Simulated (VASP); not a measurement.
# Al3Cu (P4mm) in VASP: a series of runs

The runs below take Al3Cu through single point, with PBEsol.

Program: VASP 6.6.1. These are calculated values, not measurements. Logs are shortened: lines on timing, memory, paths and dates and some standing lists are left out, and cuts for length are marked.

### 1 The cell of the first run

The structure is tetragonal, space group P4mm (No. 99). The conventional cell has a = 2.780 Å, b = 2.780 Å, c = 7.603 Å, α = 90.00°, β = 90.00°, γ = 90.00°. Al (site symmetry 4mm) has 12 Al at 2.78 to 2.89 Å and 1 Cu at 3.60 Å within 3.7 Å. Within 3.6 Å of Al (site symmetry 4mm) lie 4 Cu at 2.72 Å and 9 Al at 2.78 to 3.36 Å. Al (site symmetry 4mm) has 4 Cu at 2.46 Å and 8 Al at 2.78 to 2.89 Å within 3.2 Å. Cu (site symmetry 4mm) has 8 Al at 2.46 to 2.72 Å and 4 Cu at 2.78 Å within 3.2 Å.

### 2 Single point, PBEsol (atom 4 (Cu) moved -0.200 Å along Cartesian [0 0 1])

The input, INCAR:

```
PREC = Accurate
ENCUT = 520
EDIFF = 1E-6
ISMEAR = 0
SIGMA = 0.15
LREAL = F
LASPH = T
NELM = 80
ALGO = Fast
ISIF = 2
LWAVE = F
LCHARG = T
GGA = PS
LELF = T
LVHAR = T
NBANDS = 18
```

The input, KPOINTS:

```
regular mesh
0
Gamma
  18 18 6
```

The input, POSCAR:

```
Al3Cu
1.0
    2.7796830098      0.0000000000      0.0000000000
    0.0000000000      2.7796830098      0.0000000000
    0.0000000000      0.0000000000      7.6029571177
Al Cu
3 1
Direct
    0.0000000000      0.0000000000      0.5000000000
    0.5000000000      0.5000000000      0.2206884206
    0.5000000000      0.5000000000      0.7793115794
    0.0000000000      0.0000000000     -0.0263055541
```

Potentials or basis: VASP PAW PBE potentials, release 64 (Al, Cu).

Launch:

```bash
$ cat potpaw_PBE.64/Al/POTCAR potpaw_PBE.64/Cu/POTCAR > POTCAR
$ mpirun -np 1 vasp_std > vasp.out
```

OUTCAR:

```text
PREC = Accurate
   ENCUT = 520
   EDIFF = 1E-6
   ISMEAR = 0
   LREAL = F
   LASPH = T
   NELM = 80
   ISIF = 2
   GGA = PS

 ion  position               nearest neighbor table
   1  0.000  0.000  0.500-   2 2.89   3 2.89   2 2.89   3 2.89   2 2.89   3 2.89   2 2.89   3 2.89

   2  0.500  0.500  0.221-   4 2.72   4 2.72   4 2.72   4 2.72   1 2.89   1 2.89   1 2.89   1 2.89
                             3 3.36
   3  0.500  0.500  0.779-   4 2.46   4 2.46   4 2.46   4 2.46   1 2.89   1 2.89   1 2.89   1 2.89
                             2 3.36
   4  0.000  0.000  0.974-   3 2.46   3 2.46   3 2.46   3 2.46   2 2.72   2 2.72   2 2.72   2 2.72

  LATTYP: Found a simple tetragonal cell.
 ALAT       =     2.7796830098
 C/A-ratio  =     2.7351885416

  Lattice vectors:

 A1 = (   2.7796830098,   0.0000000000,   0.0000000000)
 A2 = (   0.0000000000,   2.7796830098,   0.0000000000)
 A3 = (   0.0000000000,   0.0000000000,   7.6029571177)

Analysis of symmetry for initial positions (statically):
=====================================================================
 Subroutine PRICEL returns:
 Original cell was already a primitive cell.

 Routine SETGRP: Setting up the symmetry group for a
 simple tetragonal supercell.

 Subroutine GETGRP returns: Found  8 space group operations
 (whereof  8 operations were pure point group operations)
 out of a pool of 16 trial point group operations.

The static configuration has the point symmetry C_4v.

Analysis of symmetry for dynamics (positions and initial velocities):
=====================================================================
 Subroutine PRICEL returns:
 Original cell was already a primitive cell.

 Routine SETGRP: Setting up the symmetry group for a
 simple tetragonal supercell.

 Subroutine GETGRP returns: Found  8 space group operations
 (whereof  8 operations were pure point group operations)
 out of a pool of 16 trial point group operations.

The dynamic configuration has the point symmetry C_4v.

 Subroutine INISYM returns: Found  8 space group operations
 (whereof  8 operations are pure point group operations),
 and found     1 'primitive' translations

----------------------------------------------------------------------------------------

                                     Primitive cell

  volume of cell :      58.7453

  direct lattice vectors                    reciprocal lattice vectors
     2.779683010  0.000000000  0.000000000     0.359753251  0.000000000  0.000000000
     0.000000000  2.779683010  0.000000000     0.000000000  0.359753251  0.000000000
     0.000000000  0.000000000  7.602957118     0.000000000  0.000000000  0.131527771

  length of vectors
     2.779683010  2.779683010  7.602957118     0.359753251  0.359753251  0.131527771

  position of ions in fractional coordinates (direct lattice)
     0.000000000  0.000000000  0.500000000
     0.500000000  0.500000000  0.220688421
     0.500000000  0.500000000  0.779311579
     0.000000000  0.000000000  0.973694446

  ion indices of the primitive-cell ions
   primitive index   ion index
                 1           1
                 2           2
                 3           3
                 4           4

----------------------------------------------------------------------------------------

 KPOINTS: regular mesh

Automatic generation of k-mesh.
 Grid dimensions read from file:
 generate k-points for:   18   18    6

 Generating k-lattice:

  Cartesian coordinates                     Fractional coordinates (reciprocal lattice)
     0.019986292  0.000000000  0.000000000     0.055555556  0.000000000  0.000000000
     0.000000000  0.019986292  0.000000000     0.000000000  0.055555556  0.000000000
     0.000000000  0.000000000  0.021921295     0.000000000  0.000000000  0.166666667

  Length of vectors
     0.019986292  0.019986292  0.021921295

  Shift w.r.t. Gamma in fractional coordinates (k-lattice)
     0.000000000  0.000000000  0.000000000

 Subroutine IBZKPT returns following result:
 ===========================================

 Found    220 irreducible k-points:

 Following reciprocal coordinates:
            Coordinates               Weight
  0.000000  0.000000  0.000000      1.000000
  0.055556  0.000000  0.000000      4.000000
  0.111111  0.000000  0.000000      4.000000
  0.166667  0.000000  0.000000      4.000000
  0.222222  0.000000  0.000000      4.000000
  0.277778  0.000000  0.000000      4.000000
[... 16 lines left out ...]
  0.277778  0.111111  0.000000      8.000000
  0.333333  0.111111  0.000000      8.000000
 [... further k-points ...]
   k-points           NKPTS =    220   k-points in BZ     NKDIM =    220   number of bands    NBANDS=     18
   number of dos      NEDOS =    301   number of ions     NIONS =      4
   total plane-waves  NPLWV =  34560
   dimension x,y,z NGX =    24 NGY =   24 NGZ =   60
   dimension x,y,z NGXF=    48 NGYF=   48 NGZF=  120
   ions per type =               3   1
   NGX,Y,Z   is equivalent  to a cutoff of  14.35, 14.35, 13.12 a.u.
   NGXF,Y,Z  is equivalent  to a cutoff of  28.71, 28.71, 26.24 a.u.
 SYSTEM =  unknown system
   PREC   = accura    normal or accurate (medium, high low for compatibility)
   ISTART =      0    job   : 0-new  1-cont  2-samecut
   ICHARG =      2    charge: 1-file 2-atom 10-const
   ISPIN  =      1    spin polarized calculation?
   LNONCOLLINEAR =      F non collinear calculations
   LSORBIT =      F    spin-orbit coupling
   LASPH  =      T    aspherical Exc in radial PAW
   ENCUT  =  520.0 eV  38.22 Ry    6.18 a.u.   5.17  5.17 14.14*2*pi/ulx,y,z
   NELM   =     80;   NELMIN=  2; NELMDL= -5     # of ELM steps
   EDIFF  = 0.1E-05   stopping-criterion for ELM
   LREAL  =      F    real-space projection
   EDIFFG = 0.1E-04   stopping-criterion for IOM
   NSW    =      0    number of steps for IOM
   IBRION =     -1    ionic relax: 0-MD 1-quasi-New 2-CG
   NFREE  =      0    steps in history (QN), initial steepest desc. (CG)
   ISIF   =      2    stress and relaxation
   ISYM   =      2    0-nonsym 1-usesym 2-fastsym
   POTIM  = 0.5000    time-step for ionic-motion
   TEBEG  =    0.0;   TEEND  =   0.0 temperature during run
   PSTRESS=    0.0 pullay stress
   NELECT =      20.0000    total number of electrons
   NUPDOWN=      -1.0000    fix difference up-down
   EMIN   =  10.00;   EMAX   =-10.00  energy-range for DOS
   EFERMI =   0.00;   METHOD = LEGACY
   ISMEAR =     0;   SIGMA  =   0.15  broadening in eV -4-tet -1-fermi 0-gaus
   EFERMI_NEDOS =   21; number of points for ismear=-14 and -15
   IALGO  =     68    algorithm
   IMIX   =      4    mixing-type and parameters
     AMIX     =   0.40;   BMIX     =  1.00
     AMIX_MAG =   1.60;   BMIX_MAG =  1.00
  volume/ion in A,a.u.               =      14.69        99.11
  Fermi-wavevector in a.u.,A,eV,Ry     =   1.143125  2.160193 17.779212  1.306735
  Thomas-Fermi vector in A             =   2.279821
   LORBIT       =      0    0 simple, 1 ext, 2 COOP (PROOUT), +10 PAW based schemes
   GGA     = PS    functional components
   LHFCALC =     F    Hartree Fock is set to
   AEXX    =    0.0000 exact exchange contribution
   IVDW    =     0    specifies the selected vdW correction
   LEPSILON=     F    determine dielectric tensor
   LRPA    =     F    only Hartree local field effects (RPA)
 non-spin polarized calculation
 RMM-DIIS sequential band-by-band and
 Gauss-broadening in eV      SIGMA  =   0.15
  energy-cutoff  :      520.00
  volume of cell :       58.75
 maximum number of plane-waves:      1612
 NGX is ok and might be reduce to    24
   NGX = 11   NGY = 11   NGZ = 29

 number of electron      20.0000009 magnetization

 Free energy of the ion-electron system (eV)
  ---------------------------------------------------
  ext. energy  EPLUGINS =         0.00000000
  ---------------------------------------------------
  free energy    TOTEN  =       -16.85859128 eV

  energy without entropy =      -16.84408183  energy(sigma->0) =      -16.85133656

 E-fermi :   8.4081     XC(G=0): -10.9374

 val. band max:        8.4070415853   @ k =   0.2778   0.2222   0.5000
 cond. band min:       8.4124994005   @ k =   0.3333   0.3333   0.3333
 fundamental gap:      0.0054578153
 Fermi energy:         8.4080543437

 k-point     1 :       0.0000    0.0000    0.0000
  band No.  band energies     occupation
      1      -2.8300      2.00000
      2      -0.4792      2.00000
      3      -0.0258      2.00000
      4       3.7653      2.00000
      5       3.8735      2.00000
      6       4.6766      2.00000
[... 10 lines left out ...]
     17      17.6874      0.00000
     18      17.6881      0.00000

 k-point     2 :       0.0556    0.0000    0.0000
  band No.  band energies     occupation
      1      -2.7702      2.00000
      2      -0.4239      2.00000
      3       0.0327      2.00000
      4       3.7760      2.00000
      5       3.8908      2.00000
      6       4.6405      2.00000
[... 10 lines left out ...]
     17      17.7459      0.00000
     18      17.8913      0.00000

 k-point     3 :       0.1111    0.0000    0.0000
  band No.  band energies     occupation
      1      -2.5913      2.00000
      2      -0.2590      2.00000
      3       0.2077      2.00000
      4       3.8048      2.00000
      5       3.9410      2.00000
      6       4.5478      2.00000
[... 10 lines left out ...]
     17      17.9221      0.00000
     18      18.2777      0.00000

 k-point     4 :       0.1667    0.0000    0.0000
  band No.  band energies     occupation
      1      -2.2943      2.00000
      2       0.0128      2.00000
      3       0.4979      2.00000
      4       3.8435      2.00000
      5       4.0150      2.00000
      6       4.4307      2.00000
[... 375 lines left out ...]
      4       3.9465      2.00000
      5       4.1349      2.00000
      6       4.3523      2.00000
[... 10 lines left out ...]
     17      17.9786      0.00000
     18      19.0667      0.00000

 k-point    23 :       0.2778    0.1111    0.0000
  band No.  band energies     occupation
      1      -1.1215      2.00000
      2       1.0555      2.00000
      3       1.6311      2.00000
      4       3.9477      2.00000
      5       4.1732      2.00000
      6       4.2929      2.00000
[... 10 lines left out ...]
     17      16.7009      0.00000
     18      18.0134      0.00000

 k-point    24 :       0.3333    0.1111    0.0000
  band No.  band energies     occupation
      1      -0.4884      2.00000
      2       1.5828      2.00000
      3       2.2226      2.00000
      4       3.8393      2.00000
      5       4.1834      2.00000
      6       4.2690      2.00000
[... 10 lines left out ...]
     17      16.3531      0.00000
     18      17.6091      0.00000

 [... further k-points ...]
[... 5 lines left out ...]
  --------------------------------------------------------------------------------------
  -------------------------------------------------------------------------------------
  Total        0.5736077      0.5736077      0.2280245      0.0000000      0.0000000      0.0000000
  in kB       15.6441693     15.6441693      6.2189773      0.0000000      0.0000000      0.0000000
  external PRESSURE =      12.5024386 kB  Pullay stress =       0.0000000 kB

 VOLUME and BASIS-vectors are now :
 -----------------------------------------------------------------------------
  energy-cutoff  :      520.00
  volume of cell :       58.75
      direct lattice vectors                 reciprocal lattice vectors
     2.779683010  0.000000000  0.000000000     0.359753251  0.000000000  0.000000000
     0.000000000  2.779683010  0.000000000     0.000000000  0.359753251  0.000000000
     0.000000000  0.000000000  7.602957118     0.000000000  0.000000000  0.131527771

 POSITION                                       TOTAL-FORCE (eV/Angst)
 -----------------------------------------------------------------------------------
      0.00000      0.00000      3.80148        -0.000000     -0.000000     -0.086929
      1.38984      1.38984      1.67788        -0.000000      0.000000     -0.365930
      1.38984      1.38984      5.92507         0.000000      0.000000     -0.769837
      0.00000      0.00000      7.40296        -0.000000      0.000000      1.222696
 -----------------------------------------------------------------------------------
    total drift:                                0.000000      0.000000     -0.000713

  FREE ENERGIE OF THE ION-ELECTRON SYSTEM (eV)
  ---------------------------------------------------
  free  energy   TOTEN  =       -16.8585912787 eV

  energy  without entropy=      -16.8440818329  energy(sigma->0) =      -16.85133656
```

It took 3.6 min on 1 thread of AMD EPYC 9R45 (Zen 5), shared host; peak memory 0.31 GiB.

What came out:

| Item | Value |
| --- | --- |
| Free energy | -16.8586 eV |
| Pressure | 1.3 GPa |
| Largest force | 1.223 eV/Å |
| Band gap on the k mesh | zero (band 10 reaches 12.59 eV, above the bottom of band 11 at 6.44 eV) |

Forces in eV/Å, atoms in the order of the input:
```
Al   0.000  0.000 -0.087
Al   0.000  0.000 -0.366
Al   0.000  0.000 -0.770
Cu   0.000  0.000  1.223
```

Caveat: the cell differs from its parent crystal (atom 4 (Cu) moved -0.200 Å along Cartesian [0 0 1]); the PAW data sets were made with another functional, which shifts forces and pressure a little.

(Continued in part 2 of 2.)
